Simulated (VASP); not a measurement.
# Na (Im-3m) in VASP: a series of runs

The runs below take Na through single point, with r2SCAN.

Program: VASP 6.6.1. These are calculated values, not measurements. Logs are shortened: lines on timing, memory, paths and dates and some standing lists are left out, and cuts for length are marked.

## (1) The cell of the first run

Symmetry: Im-3m, No. 229, cubic system. Conventional cell: a = 4.225 Å, b = 4.225 Å, c = 4.225 Å, α = 90.00°, β = 90.00°, γ = 90.00°. Within 4.8 Å of Na (site symmetry m-3m) lie 14 Na at 3.66 to 4.22 Å.

## (2) Single point, r2SCAN

POSCAR reads:

```
Na
1.0
   -2.1125000000      2.1125000000      2.1125000000
    2.1125000000     -2.1125000000      2.1125000000
    2.1125000000      2.1125000000     -2.1125000000
Na
1
Direct
    0.0000000000      0.0000000000      0.0000000000
```

INCAR.step1 reads:

```
PREC = Accurate ; ENCUT = 520
ISMEAR = 1 ; SIGMA = 0.3
LREAL = False ; LASPH = True
NELM = 60 ; NBANDS = 10
GGA = PE ; ALGO = Normal
EDIFF = 1E-4 ; LWAVE = True
LCHARG = False
```

INCAR.step2 reads:

```
PREC = Accurate ; ENCUT = 520
EDIFF = 1E-6 ; ISMEAR = 1
SIGMA = 0.3 ; LREAL = False
LASPH = True ; NELM = 60
ALGO = Normal ; ISIF = 2
LWAVE = False ; LCHARG = False
METAGGA = R2SCAN ; LMIXTAU = True
NBANDS = 10 ; ISTART = 1
```

KPOINTS reads:

```
regular mesh
0
Gamma
  11 11 11
```

Potentials or basis: VASP PAW PBE potentials, release 64 (Na_pv).

Command:

```sh
$ cat potpaw_PBE.64/Na_pv/POTCAR > POTCAR
$ cp INCAR.step1 INCAR
$ mpirun -np 1 vasp_std > vasp.out
$ cp INCAR.step2 INCAR
$ mpirun -np 1 vasp_std > vasp.out
```

OUTCAR:

```text
PREC = Accurate
   ENCUT = 520
   EDIFF = 1E-6
   ISMEAR = 1
   LREAL = False
   LASPH = True
   NELM = 60
   ISIF = 2
   METAGGA = R2SCAN
   ISTART = 1

 ion  position               nearest neighbor table
   1  0.000  0.000  0.000-

  LATTYP: Found a body centered cubic cell.
 ALAT       =     4.2250000000

  Lattice vectors:

 A1 = (  -2.1125000000,   2.1125000000,   2.1125000000)
 A2 = (   2.1125000000,  -2.1125000000,   2.1125000000)
 A3 = (   2.1125000000,   2.1125000000,  -2.1125000000)

Analysis of symmetry for initial positions (statically):
=====================================================================
 Subroutine PRICEL returns:
 Original cell was already a primitive cell.

 Routine SETGRP: Setting up the symmetry group for a
 body centered cubic supercell.

 Subroutine GETGRP returns: Found 48 space group operations
 (whereof 48 operations were pure point group operations)
 out of a pool of 48 trial point group operations.

The static configuration has the point symmetry O_h .

Analysis of symmetry for dynamics (positions and initial velocities):
=====================================================================
 Subroutine PRICEL returns:
 Original cell was already a primitive cell.

 Routine SETGRP: Setting up the symmetry group for a
 body centered cubic supercell.

 Subroutine GETGRP returns: Found 48 space group operations
 (whereof 48 operations were pure point group operations)
 out of a pool of 48 trial point group operations.

The dynamic configuration has the point symmetry O_h .

 Subroutine INISYM returns: Found 48 space group operations
 (whereof 48 operations are pure point group operations),
 and found     1 'primitive' translations

----------------------------------------------------------------------------------------

                                     Primitive cell

  volume of cell :      37.7094

  direct lattice vectors                    reciprocal lattice vectors
    -2.112500000  2.112500000  2.112500000     0.000000000  0.236686391  0.236686391
     2.112500000 -2.112500000  2.112500000     0.236686391  0.000000000  0.236686391
     2.112500000  2.112500000 -2.112500000     0.236686391  0.236686391  0.000000000

  length of vectors
     3.658957331  3.658957331  3.658957331     0.334725104  0.334725104  0.334725104

  position of ions in fractional coordinates (direct lattice)
[... 75 lines left out ...]
   ENCUT  =  520.0 eV  38.22 Ry    6.18 a.u.   6.80  6.80  6.80*2*pi/ulx,y,z
   NELM   =     60;   NELMIN=  2; NELMDL=  0     # of ELM steps
   EDIFF  = 0.1E-05   stopping-criterion for ELM
   LREAL  =      F    real-space projection
   EDIFFG = 0.1E-04   stopping-criterion for IOM
   NSW    =      0    number of steps for IOM
   IBRION =     -1    ionic relax: 0-MD 1-quasi-New 2-CG
   NFREE  =      0    steps in history (QN), initial steepest desc. (CG)
   ISIF   =      2    stress and relaxation
   ISYM   =      2    0-nonsym 1-usesym 2-fastsym
   POTIM  = 0.5000    time-step for ionic-motion
   TEBEG  =    0.0;   TEEND  =   0.0 temperature during run
   PSTRESS=    0.0 pullay stress
   NELECT =       7.0000    total number of electrons
   NUPDOWN=      -1.0000    fix difference up-down
   EMIN   =  10.00;   EMAX   =-10.00  energy-range for DOS
   EFERMI =   0.00;   METHOD = LEGACY
   ISMEAR =     1;   SIGMA  =   0.30  broadening in eV -4-tet -1-fermi 0-gaus
   EFERMI_NEDOS =   21; number of points for ismear=-14 and -15
   IALGO  =     38    algorithm
   IMIX   =      4    mixing-type and parameters
     AMIX     =   0.40;   BMIX     =  1.00
     AMIX_MAG =   1.60;   BMIX_MAG =  1.00
  volume/ion in A,a.u.               =      37.71       254.48
  Fermi-wavevector in a.u.,A,eV,Ry     =   0.933879  1.764776 11.866059  0.872131
  Thomas-Fermi vector in A             =   2.060627
   LORBIT       =      0    0 simple, 1 ext, 2 COOP (PROOUT), +10 PAW based schemes
   METAGGA = R2SCAN    functional components
   LHFCALC =     F    Hartree Fock is set to
   AEXX    =    0.0000 exact exchange contribution
   IVDW    =     0    specifies the selected vdW correction
   LEPSILON=     F    determine dielectric tensor
   LRPA    =     F    only Hartree local field effects (RPA)
 non-spin polarized calculation
 Methfessel and Paxton  Order N= 1 SIGMA  =   0.30
  energy-cutoff  :      520.00
  volume of cell :       37.71
 maximum number of plane-waves:      1027
   NGX = 13   NGY = 13   NGZ = 13

 number of electron       7.0000011 magnetization

 Free energy of the ion-electron system (eV)
  ---------------------------------------------------
  ext. energy  EPLUGINS =         0.00000000
  ---------------------------------------------------
  free energy    TOTEN  =        -3.55605844 eV

  energy without entropy =       -3.55808529  energy(sigma->0) =       -3.55673406

 E-fermi :   0.3421     XC(G=0):  -6.8705

 val. band max:        0.2664167576   @ k =  -0.3636   0.4545   0.0909
 cond. band min:       0.4096223659   @ k =   0.1818   0.1818   0.1818
 fundamental gap:      0.1432056083
 Fermi energy:         0.3421475971

 k-point     1 :       0.0000    0.0000    0.0000
  band No.  band energies     occupation
      1     -25.7258      2.00000
      2     -25.7258      2.00000
      3     -25.7255      2.00000
      4      -3.1530      2.00000
      5      12.6045      0.00000
      6      12.6050      0.00000
      7      12.6050      0.00000
      8      13.8061      0.00000
      9      13.8061      0.00000
     10      14.4146      0.00000
[... 287 lines left out ...]
 k-point    24 :       0.3636    0.1818    0.0909
  band No.  band energies     occupation
      1     -25.7534      2.00000
      2     -25.7409      2.00000
      3     -25.7310      2.00000
      4       1.6756     -0.00000
      5       2.3417     -0.00000
      6       5.1913     -0.00000
      7       7.3480      0.00000
      8      14.4602      0.00000
      9      15.9279      0.00000
     10      17.0290      0.00000

 [... further k-points ...]
[... 5 lines left out ...]
  --------------------------------------------------------------------------------------
  -------------------------------------------------------------------------------------
  Total        0.0170131      0.0170131      0.0170131      0.0000000      0.0000000     -0.0000000
  in kB        0.7228450      0.7228450      0.7228450      0.0000000      0.0000000     -0.0000000
  external PRESSURE =       0.7228450 kB  Pullay stress =       0.0000000 kB

 VOLUME and BASIS-vectors are now :
 -----------------------------------------------------------------------------
  energy-cutoff  :      520.00
  volume of cell :       37.71
      direct lattice vectors                 reciprocal lattice vectors
    -2.112500000  2.112500000  2.112500000     0.000000000  0.236686391  0.236686391
     2.112500000 -2.112500000  2.112500000     0.236686391  0.000000000  0.236686391
     2.112500000  2.112500000 -2.112500000     0.236686391  0.236686391  0.000000000

 POSITION                                       TOTAL-FORCE (eV/Angst)
 -----------------------------------------------------------------------------------
      0.00000      0.00000      0.00000         0.000000     -0.000000      0.000000
 -----------------------------------------------------------------------------------
    total drift:                               -0.000000     -0.000000     -0.000000

  FREE ENERGIE OF THE ION-ELECTRON SYSTEM (eV)
  ---------------------------------------------------
  free  energy   TOTEN  =        -3.5560584372 eV

  energy  without entropy=       -3.5580852931  energy(sigma->0) =       -3.55673406
```

OUTCAR.step1:

```text
PREC = Accurate
   ENCUT = 520
   ISMEAR = 1
   LREAL = False
   LASPH = True
   NELM = 60
[... 526 lines left out ...]

 POSITION                                       TOTAL-FORCE (eV/Angst)
 -----------------------------------------------------------------------------------
      0.00000      0.00000      0.00000         0.000000      0.000000      0.000000
 -----------------------------------------------------------------------------------
    total drift:                               -0.000000     -0.000000     -0.000000

  FREE ENERGIE OF THE ION-ELECTRON SYSTEM (eV)
  ---------------------------------------------------
  free  energy   TOTEN  =        -1.3126344542 eV

  energy  without entropy=       -1.3147378198  energy(sigma->0) =       -1.31333558
```

OSZICAR.step1:

```text
N       E                     dE             d eps       ncg     rms          rms(c)
DAV:   1     0.271380019421E+02    0.27138E+02   -0.38712E+03  1122   0.591E+02
DAV:   2    -0.754596162806E+00   -0.27893E+02   -0.27755E+02  1152   0.142E+02
DAV:   3    -0.130877545753E+01   -0.55418E+00   -0.55392E+00  1394   0.223E+01
DAV:   4    -0.131317105747E+01   -0.43956E-02   -0.43953E-02  1296   0.191E+00
DAV:   5    -0.131323641703E+01   -0.65360E-04   -0.65359E-04  1334   0.232E-01    0.204E-01
DAV:   6    -0.131288429111E+01    0.35213E-03   -0.48533E-04  1312   0.263E-01    0.137E-01
DAV:   7    -0.131264207206E+01    0.24222E-03   -0.99247E-04  1248   0.314E-01    0.159E-02
DAV:   8    -0.131263445424E+01    0.76178E-05   -0.43652E-05   710   0.111E-01
   1 F= -.13126345E+01 E0= -.13133356E+01  d E =0.210337E-02
```

Wall time 76 s (1 thread of Intel Xeon 8259CL, shared host); peak memory 0.16 GiB.

Results:

- Free energy: -3.5561 eV
- Pressure: 0.1 GPa
- Band gap on the k mesh: zero (an odd number of electrons rules out a gap without spin polarisation)

Levels at points of the mesh, in eV from the Fermi level:
| k point | band 1 | band 2 | band 3 | band 4 | band 5 | band 6 |
| --- | --- | --- | --- | --- | --- | --- |
| (0.00, 0.00, 0.00) | -26.07 | -26.07 | -26.07 | -3.50 | 12.26 | 12.26 |

Caveat: so wide a smearing shifts energies and pressures; the PAW data sets were made with another functional, which shifts forces and pressure a little.

## (3) Single point, r2SCAN

POSCAR is that of step 2.

INCAR.step1 reads:

```
SYSTEM = Na
PREC = Accurate
ENCUT = 520
ISMEAR = 1
SIGMA = 1.0
LREAL = .FALSE.
LASPH = .TRUE.
NELM = 60
NBANDS = 10
GGA = PE
ALGO = Normal
EDIFF = 1E-4
LWAVE = .TRUE.
LCHARG = .FALSE.
```

INCAR.step2 reads:

```
SYSTEM = Na
PREC = Accurate
ENCUT = 520
EDIFF = 1E-6
ISMEAR = 1
SIGMA = 1.0
LREAL = .FALSE.
LASPH = .TRUE.
NELM = 60
ALGO = Normal
ISIF = 2
LWAVE = .FALSE.
LCHARG = .TRUE.
METAGGA = R2SCAN
LMIXTAU = .TRUE.
LELF = .TRUE.
LVHAR = .TRUE.
NBANDS = 10
ISTART = 1
```

KPOINTS reads:

```
regular mesh
0
G
  11 11 11
  0 0 0
```

Potentials or basis: VASP PAW PBE potentials, release 64 (Na_pv).

Command:

```sh
$ cat potpaw_PBE.64/Na_pv/POTCAR > POTCAR
$ cp INCAR.step1 INCAR
$ mpirun -np 1 vasp_std > vasp.out
$ cp INCAR.step2 INCAR
$ mpirun -np 1 vasp_std > vasp.out
```

Wall time 80 s (1 thread of Intel Xeon 8259CL, shared host); peak memory 0.16 GiB.

It converged, with:

```
Free energy            : -3.5546 eV
Pressure               : 0.1 GPa
Band gap on the k mesh : zero (an odd number of electrons rules out a gap without spin polarisation)
```

Levels at points of the mesh, in eV from the Fermi level:
| k point | band 1 | band 2 | band 3 | band 4 | band 5 | band 6 | band 7 |
| --- | --- | --- | --- | --- | --- | --- | --- |
| (0.00, 0.00, 0.00) | -26.02 | -26.02 | -26.02 | -3.45 | 12.31 | 12.31 | 12.31 |

Caveat: so wide a smearing shifts energies and pressures; the PAW data sets were made with another functional, which shifts forces and pressure a little.

(Continued in part 2 of 2.)
